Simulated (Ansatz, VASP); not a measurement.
# One calculation of C, two programs

```xyz
2
Lattice="0.0000 2.1294 3.6913 1.2294 0.0000 3.6913 1.2294 2.1294 0.0000" Properties=species:S:1:pos:R:3 pbc="T T T"
C     1.2294    0.7099    3.6913
C     1.2294    3.5489    3.6913
```

Alike in both runs: task relaxation of cell and atoms; functional PBEsol; k mesh 14 × 14 × 14; occupations gaussian, width 0.02 eV; no spin polarisation.

```csv
,VASP,Ansatz
version,VASP 6.6.1,Ansatz 0.2.0
potentials or method,"VASP PAW PBE potentials, release 64 (C), cutoff 600 eV","scalar-relativistic, plane waves, PAW"
valence electrons in the cell,8,8
```

Ansatz gave:

```
gap on the k mesh at the Fermi level, each at its own relaxed structure (eV) : 0.71
relaxed volume (Å³/atom)                                                     : 9.66
relaxed cell length with the largest relative difference (Å)                 : 3.891
```

Task: Which values does VASP return?

Result: gap on the k mesh at the Fermi level, each at its own relaxed structure (eV): 0.62; relaxed volume (Å³/atom): 9.41; relaxed cell length with the largest relative difference (Å): 3.798.

VASP's potentials were made for PBE, not for PBEsol.
